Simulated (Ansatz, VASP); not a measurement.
# One calculation of SnTe, two programs

File INCAR:

```
PREC = Accurate ; ENCUT = 500
EDIFF = 1E-6 ; ISMEAR = 0
SIGMA = 0.1 ; LREAL = F
LASPH = T ; NELM = 120
ALGO = Normal ; ISIF = 2
LWAVE = F ; LCHARG = T
GGA = PE ; IVDW = 12
LELF = T ; LVHAR = T
NBANDS = 17 ; GGA_COMPAT = F
```

The input KPOINTS:

```
regular mesh
0
Gamma
  6 6 6
```

The input POSCAR:

```
SnTe
1.0
    0.0000000000      3.1565000000      3.1565000000
    3.1565000000      0.0000000000      3.1565000000
    3.1565000000      3.1565000000      0.0000000000
Sn Te
1 1
Direct
    0.0000000000      0.0000000000      0.0000000000
    0.5000000000      0.5000000000      0.5000000000
```

Input for Ansatz:

```yaml
crystal:
  lattice:
    - [0.0, 3.1565, 3.1565]
    - [3.1565, 0.0, 3.1565]
    - [3.1565, 3.1565, 0.0]
  atoms:
    - { symbol: Sn, position: [0.0, 0.0, 0.0] }
    - { symbol: Te, position: [0.5, 0.5, 0.5] }
basis:
  ecutwfc: 420
kpoints:
  mp_grid: { grid: [6, 6, 6] }
hamiltonian:
  xc: pbe
  dispersion: d3bj
scf:
  occupations: { method: gaussian, width: 0.1 }
output:
  forces: true
  stress: true
  eigenvalues: true
```

Alike in both runs: task single point; functional PBE; dispersion D3(BJ); k mesh 6 × 6 × 6; occupations gaussian, width 0.1 eV; no spin polarisation.

```csv
,VASP,Ansatz
version,VASP 6.6.1,Ansatz 0.2.0
potentials or method,"VASP PAW PBE potentials, release 64 (Sn_d, Te), cutoff 500 eV","scalar-relativistic, plane waves, PAW"
valence electrons in the cell,20,30
```

VASP gave:

| Item | Value |
| --- | --- |
| gap on the k mesh at the Fermi level (eV) | 0.08 |
| least direct gap on the mesh (eV) | 0.08 |
| pressure (GPa) | -0.2 |

Q: Estimate Ansatz's values.

A: gap on the k mesh at the Fermi level (eV): 0.08; least direct gap on the mesh (eV): 0.08; pressure (GPa): -0.1.

VASP's potentials hold 20 valence electrons a cell and Ansatz's 30, so a difference there can come from the potentials and not from the codes.

Neither program's run includes spin-orbit coupling.
